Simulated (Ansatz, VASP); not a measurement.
**One calculation of Sb, two programs**

```
CELL_PARAMETERS angstrom
-1.84605 1.84605 1.84605
1.84605 -1.84605 1.84605
1.84605 1.84605 -1.84605
ATOMIC_POSITIONS crystal
Sb 0.00000 0.00000 0.00000
```

Alike in both runs: task single point; functional PBE0; k mesh 6 × 6 × 6; occupations fermi-dirac, width 0.05 eV; no spin polarisation.

|  | VASP | Ansatz |
| --- | --- | --- |
| version | VASP 6.6.1 | Ansatz 0.2.0 |
| potentials or method | VASP PAW PBE potentials, release 64 (Sb_d_GW) | Ansatz PAW |
| plane-wave cutoff (eV) | 400 | 420 |
| valence electrons in the cell | 15 | 15 |

```tsv
	VASP	Ansatz	Ansatz less VASP
gap on the k mesh at the Fermi level (eV)	none	none	-
pressure (GPa)	3.7	4.3	+0.60
```

A gap of «none» marks a metal or a gap that the smearing closes.

The k mesh is coarse, so the values compare programs but aren't converged. Spin-orbit coupling is off throughout.
